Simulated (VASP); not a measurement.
# Cr (Im-3m) in VASP: single point with PBE

Aim: the single point of Cr with PBE.

Program: VASP 6.6.1. These are calculated values, not measurements. Logs are shortened: lines on timing, memory, paths and dates and some standing lists are left out, and cuts for length are marked.

## (1) The cell of the first run

It takes space group Im-3m (No. 229, cubic). Conventional cell: a = 2.884 Å, b = 2.884 Å, c = 2.884 Å, α = 90.00°, β = 90.00°, γ = 90.00°. Cr (site symmetry m-3m) has 14 Cr at 2.50 to 2.88 Å within 3.3 Å.

## (2) Single point, PBE, non-collinear spin, zero start, moments held on the sites

INCAR reads:

```
SYSTEM = Cr
PREC = Accurate ; ENCUT = 500
EDIFF = 1E-6 ; ISMEAR = -1
SIGMA = 0.08 ; LREAL = .FALSE.
LASPH = .TRUE. ; NELM = 200
ALGO = Normal ; ISIF = 2
LWAVE = .FALSE. ; LCHARG = .FALSE.
LNONCOLLINEAR = .TRUE. ; MAGMOM = 0 0 0 0 0 0
LORBIT = 11 ; I_CONSTRAINED_M = 1
LAMBDA = 10 ; M_CONSTR = 3 0 0 3 0 0
RWIGS = 1.39 ; ISYM = -1
AMIX = 0.2 ; BMIX = 1E-4
AMIX_MAG = 0.8 ; BMIX_MAG = 1E-4
LMAXMIX = 4 ; GGA = PE
NBANDS = 36 ; GGA_COMPAT = .FALSE.
KPAR = 4
```

KPOINTS reads:

```
Automatic mesh
0
G
  10 10 10
  0 0 0
```

POSCAR reads:

```
Cr
1.0
    0.0000000000      2.8839000000      0.0000000000
    0.0000000000      0.0000000000      2.8839000000
    2.8839000000      0.0000000000      0.0000000000
Cr
2
Direct
    0.0000000000      0.0000000000      0.0000000000
    0.5000000000      0.5000000000      0.5000000000
```

Potentials or basis: VASP PAW PBE potentials, release 64 (Cr_pv).

On the command line:

```console
> cat potpaw_PBE.64/Cr_pv/POTCAR > POTCAR
> mpirun -np 4 vasp_ncl > vasp.out
```

OUTCAR:

```text
SYSTEM = Cr
   PREC = Accurate
   ENCUT = 500
   EDIFF = 1E-6
   ISMEAR = -1
   LREAL = .FALSE.
   LASPH = .TRUE.
   NELM = 200
   ISIF = 2
   LNONCOLLINEAR = .TRUE.
   LORBIT = 11
   ISYM = -1
   AMIX = 0.2
   AMIX_MAG = 0.8
   GGA = PE

 ion  position               nearest neighbor table
   1  0.000  0.000  0.000-   2 2.50   2 2.50   2 2.50   2 2.50   2 2.50   2 2.50   2 2.50   2 2.50

   2  0.500  0.500  0.500-   1 2.50   1 2.50   1 2.50   1 2.50   1 2.50   1 2.50   1 2.50   1 2.50

IMPORTANT INFORMATION: All symmetrisations will be switched off!
NOSYMM: (Re-)initialisation of all symmetry stuff for point group C_1.

----------------------------------------------------------------------------------------

                                     Primitive cell

  volume of cell :      23.9850

  direct lattice vectors                    reciprocal lattice vectors
     0.000000000  2.883900000  0.000000000     0.000000000  0.346752661  0.000000000
     0.000000000  0.000000000  2.883900000     0.000000000  0.000000000  0.346752661
     2.883900000  0.000000000  0.000000000     0.346752661  0.000000000  0.000000000

  length of vectors
     2.883900000  2.883900000  2.883900000     0.346752661  0.346752661  0.346752661

  position of ions in fractional coordinates (direct lattice)
     0.000000000  0.000000000  0.000000000
     0.500000000  0.500000000  0.500000000

  ion indices of the primitive-cell ions
   primitive index   ion index
                 1           1
                 2           2

----------------------------------------------------------------------------------------

 KPOINTS: Automatic mesh

Automatic generation of k-mesh.
 Grid dimensions read from file:
 generate k-points for:   10   10   10

 Generating k-lattice:

  Cartesian coordinates                     Fractional coordinates (reciprocal lattice)
     0.000000000  0.034675266  0.000000000     0.100000000  0.000000000  0.000000000
     0.000000000  0.000000000  0.034675266     0.000000000  0.100000000  0.000000000
     0.034675266  0.000000000  0.000000000     0.000000000  0.000000000  0.100000000

  Length of vectors
     0.034675266  0.034675266  0.034675266

  Shift w.r.t. Gamma in fractional coordinates (k-lattice)
     0.000000000  0.000000000  0.000000000

 Subroutine IBZKPT returns following result:
 ===========================================

 Found   1000 irreducible k-points:

 Following reciprocal coordinates:
            Coordinates               Weight
  0.000000  0.000000  0.000000      1.000000
  0.100000  0.000000  0.000000      1.000000
  0.200000  0.000000  0.000000      1.000000
  0.300000  0.000000  0.000000      1.000000
  0.400000  0.000000  0.000000      1.000000
  0.500000  0.000000  0.000000      1.000000
[... 16 lines left out ...]
  0.200000  0.200000  0.000000      1.000000
  0.300000  0.200000  0.000000      1.000000
 [... further k-points ...]
   k-points           NKPTS =   1000   k-points in BZ     NKDIM =   1000   number of bands    NBANDS=     36
   number of dos      NEDOS =    301   number of ions     NIONS =      2
   total plane-waves  NPLWV =  13824
   dimension x,y,z NGX =    24 NGY =   24 NGZ =   24
   dimension x,y,z NGXF=    48 NGYF=   48 NGZF=   48
   ions per type =               2
   NGX,Y,Z   is equivalent  to a cutoff of  13.84, 13.84, 13.84 a.u.
   NGXF,Y,Z  is equivalent  to a cutoff of  27.67, 27.67, 27.67 a.u.
 SYSTEM =  Cr
   PREC   = accura    normal or accurate (medium, high low for compatibility)
   ISTART =      0    job   : 0-new  1-cont  2-samecut
   ICHARG =      2    charge: 1-file 2-atom 10-const
   ISPIN  =      1    spin polarized calculation?
   LNONCOLLINEAR =      T non collinear calculations
   LSORBIT =      F    spin-orbit coupling
   LASPH  =      T    aspherical Exc in radial PAW
   ENCUT  =  500.0 eV  36.75 Ry    6.06 a.u.   5.26  5.26  5.26*2*pi/ulx,y,z
   NELM   =    200;   NELMIN=  2; NELMDL= -5     # of ELM steps
   EDIFF  = 0.1E-05   stopping-criterion for ELM
   LREAL  =      F    real-space projection
   EDIFFG = 0.1E-04   stopping-criterion for IOM
   NSW    =      0    number of steps for IOM
   IBRION =     -1    ionic relax: 0-MD 1-quasi-New 2-CG
   NFREE  =      0    steps in history (QN), initial steepest desc. (CG)
   ISIF   =      2    stress and relaxation
   ISYM   =     -1    0-nonsym 1-usesym 2-fastsym
   POTIM  = 0.5000    time-step for ionic-motion
   TEBEG  =    0.0;   TEEND  =   0.0 temperature during run
   PSTRESS=    0.0 pullay stress
   NELECT =      24.0000    total number of electrons
   NUPDOWN=      -1.0000    fix difference up-down
   EMIN   =  10.00;   EMAX   =-10.00  energy-range for DOS
   EFERMI =   0.00;   METHOD = LEGACY
   ISMEAR =    -1;   SIGMA  =   0.08  broadening in eV -4-tet -1-fermi 0-gaus
   EFERMI_NEDOS =   21; number of points for ismear=-14 and -15
   IALGO  =     38    algorithm
   IMIX   =      4    mixing-type and parameters
     AMIX     =   0.20;   BMIX     =  0.00
     AMIX_MAG =   0.80;   BMIX_MAG =  0.00
  volume/ion in A,a.u.               =      11.99        80.93
  Fermi-wavevector in a.u.,A,eV,Ry     =   1.637439  3.094310 36.480015  2.681205
  Thomas-Fermi vector in A             =   2.728578
   LORBIT       =     11    0 simple, 1 ext, 2 COOP (PROOUT), +10 PAW based schemes
   GGA     = PE    functional components
   LHFCALC =     F    Hartree Fock is set to
   AEXX    =    0.0000 exact exchange contribution
   IVDW    =     0    specifies the selected vdW correction
   LEPSILON=     F    determine dielectric tensor
   LRPA    =     F    only Hartree local field effects (RPA)
  energy-cutoff  :      500.00
  volume of cell :       23.99
 maximum number of plane-waves:      1248
 NGX is ok and might be reduce to    24
   NGX = 11   NGY = 11   NGZ = 11

 number of electron      23.9999981 magnetization       0.0000054      0.0000237      0.0000008

 number of electron      23.9999980 magnetization       0.0000061     -0.0085743      0.0005585

 number of electron      23.9999980 magnetization      -0.0000029     -0.0003325      0.0000718

 number of electron      23.9999980 magnetization      -0.0000026     -0.0002129     -0.0000183

 Free energy of the ion-electron system (eV)
  ---------------------------------------------------
  ext. energy  EPLUGINS =         0.00000000
  ---------------------------------------------------
  free energy    TOTEN  =       -19.01741234 eV

  energy without entropy =      -18.98621715  energy(sigma->0) =      -19.00181474

 E-fermi :  10.4388     XC(G=0): -13.4575

 val. band max:       10.4200378043   @ k =   0.1000   0.5000   0.1000
 cond. band min:      10.4395670228   @ k =   0.4000   0.1000  -0.1000
 fundamental gap:      0.0195292186
 Fermi energy:        10.4388095065

 k-point     1 :       0.0000    0.0000    0.0000
  band No.  band energies     occupation
      1     -32.8931      1.00000
      2     -32.8931      1.00000
      3     -32.8931      1.00000
      4     -32.8926      1.00000
      5     -32.8926      1.00000
      6     -32.8926      1.00000
[... 28 lines left out ...]
     35      17.5268      0.00000
     36      17.5297      0.00000

 k-point     2 :       0.1000    0.0000    0.0000
  band No.  band energies     occupation
      1     -32.8934      1.00000
      2     -32.8929      1.00000
      3     -32.8786      1.00000
      4     -32.8786      1.00000
      5     -32.8780      1.00000
      6     -32.8780      1.00000
[... 28 lines left out ...]
     35      17.5257      0.00000
     36      17.5283      0.00000

 k-point     3 :       0.2000    0.0000    0.0000
  band No.  band energies     occupation
      1     -32.8907      1.00000
      2     -32.8902      1.00000
      3     -32.8366      1.00000
      4     -32.8366      1.00000
      5     -32.8361      1.00000
      6     -32.8361      1.00000
[... 28 lines left out ...]
     35      17.4956      0.00000
     36      17.4961      0.00000

 k-point     4 :       0.3000    0.0000    0.0000
  band No.  band energies     occupation
      1     -32.8746      1.00000
      2     -32.8741      1.00000
      3     -32.7718      1.00000
      4     -32.7718      1.00000
      5     -32.7713      1.00000
      6     -32.7713      1.00000
[... 28 lines left out ...]
     35      15.5855      0.00000
     36      15.5860      0.00000

 k-point     5 :       0.4000    0.0000    0.0000
  band No.  band energies     occupation
      1     -32.8341      1.00000
      2     -32.8335      1.00000
      3     -32.6915      1.00000
      4     -32.6915      1.00000
      5     -32.6910      1.00000
      6     -32.6910      1.00000
[... 655 lines left out ...]
 k-point    22 :       0.1000    0.2000    0.0000
  band No.  band energies     occupation
      1     -32.9336      1.00000
      2     -32.9330      1.00000
      3     -32.8245      1.00000
      4     -32.8239      1.00000
      5     -32.7840      1.00000
      6     -32.7835      1.00000
[... 28 lines left out ...]
     35      17.5167      0.00000
     36      17.5172      0.00000

 k-point    23 :       0.2000    0.2000    0.0000
  band No.  band energies     occupation
      1     -32.9807      1.00000
      2     -32.9801      1.00000
      3     -32.7897      1.00000
      4     -32.7892      1.00000
      5     -32.7054      1.00000
      6     -32.7049      1.00000
[... 28 lines left out ...]
     35      17.5242      0.00000
     36      17.5294      0.00000

 k-point    24 :       0.3000    0.2000    0.0000
  band No.  band energies     occupation
      1     -33.0049      1.00000
      2     -33.0043      1.00000
      3     -32.7454      1.00000
      4     -32.7448      1.00000
      5     -32.7363      1.00000
      6     -32.7357      1.00000
[... 28 lines left out ...]
     35      16.2342      0.00000
     36      16.2347      0.00000

 [... further k-points ...]

------------------------ aborting loop because EDIFF is reached ----------------------------------------

  FORCE on cell =-STRESS in cart. coord.  units (eV):
  Direction    XX          YY          ZZ          XY          YZ          ZX
  --------------------------------------------------------------------------------------
  -------------------------------------------------------------------------------------
  Total       -1.4034356     -1.4034389     -1.4034585     -0.0000231      0.0000191     -0.0000334
  in kB      -93.7481008    -93.7483225    -93.7496285     -0.0015455      0.0012746     -0.0022327
  external PRESSURE =     -93.7486839 kB  Pullay stress =       0.0000000 kB

 VOLUME and BASIS-vectors are now :
 -----------------------------------------------------------------------------
  energy-cutoff  :      500.00
  volume of cell :       23.99
      direct lattice vectors                 reciprocal lattice vectors
     0.000000000  2.883900000  0.000000000     0.000000000  0.346752661  0.000000000
     0.000000000  0.000000000  2.883900000     0.000000000  0.000000000  0.346752661
     2.883900000  0.000000000  0.000000000     0.346752661  0.000000000  0.000000000

 POSITION                                       TOTAL-FORCE (eV/Angst)
 -----------------------------------------------------------------------------------
      0.00000      0.00000      0.00000        -0.000000      0.000001      0.000000
      1.44195      1.44195      1.44195         0.000000     -0.000001     -0.000000
 -----------------------------------------------------------------------------------
    total drift:                               -0.000001      0.000001     -0.000000

  FREE ENERGIE OF THE ION-ELECTRON SYSTEM (eV)
  ---------------------------------------------------
  free  energy   TOTEN  =       -19.0174123367 eV

  energy  without entropy=      -18.9862171510  energy(sigma->0) =      -19.00181474

 total charge

# of ion       s       p       d       tot
------------------------------------------
    1        0.427   6.383   4.169  10.978
    2        0.427   6.383   4.169  10.978
--------------------------------------------------
tot          0.854  12.765   8.337  21.956

 magnetization (x)

# of ion       s       p       d       tot
------------------------------------------
    1        0.000   0.000   0.000   0.000
    2       -0.000   0.000  -0.000  -0.000
--------------------------------------------------
tot         -0.000   0.000  -0.000  -0.000

 magnetization (y)

# of ion       s       p       d       tot
------------------------------------------
    1        0.000  -0.000  -0.000  -0.000
    2        0.000  -0.000  -0.000  -0.000
--------------------------------------------------
tot          0.000  -0.000  -0.000  -0.000

 magnetization (z)

# of ion       s       p       d       tot
------------------------------------------
    1       -0.000   0.000   0.000   0.000
    2        0.000   0.000  -0.000  -0.000
--------------------------------------------------
tot          0.000   0.000  -0.000   0.000
```

Wall time 9.3 min (4 MPI ranks of Intel Xeon Platinum 8259CL at 2.50GHz (Skylake/Cascade Lake), shared host); peak memory 1 GiB.

Results:

```yaml
Free_energy: -19.0174 eV
Band_gap_on_the_k_mesh: zero (bands 24 and 25 overlap by 1.42 eV)
Net_moment: 0.00 μB per cell
Valence_electrons_inside_the_program's_atomic_spheres: Cr 10.98
```

Levels at points of the mesh, in eV from the Fermi level:
```tsv
k point	band 20	band 21	band 22	band 23	band 24	band 25	band 26	band 27	band 28	band 29
(0.00, 0.00, 0.00)	-0.86	-0.86	-0.86	-0.86	-0.86	1.10	1.10	1.10	1.10	2.32
(0.50, 0.00, 0.00)	-1.68	-0.38	-0.38	-0.38	-0.38	-0.38	-0.38	-0.38	-0.38	0.65
(0.00, 0.50, 0.00)	-1.68	-0.38	-0.38	-0.38	-0.38	-0.38	-0.38	-0.38	-0.38	0.65
(0.50, 0.50, 0.00)	-2.32	1.03	1.03	1.03	1.03	1.09	1.09	1.09	1.09	1.41
(0.00, 0.00, 0.50)	-1.68	-0.38	-0.38	-0.38	-0.38	-0.38	-0.38	-0.38	-0.38	0.65
(0.50, 0.00, 0.50)	-2.32	1.03	1.03	1.03	1.03	1.09	1.09	1.09	1.09	1.41
(0.00, 0.50, 0.50)	-2.32	1.03	1.03	1.03	1.03	1.09	1.09	1.09	1.09	1.41
(0.50, 0.50, 0.50)	-2.23	-2.23	-2.23	-2.23	-2.23	1.47	1.47	1.47	1.47	1.47
```

Moments on the atoms (μB; x, y, z):
```
Cr  0.00 0.00 0.00
Cr  0.00 0.00 0.00
```

Caveat: moments held by a penalty.
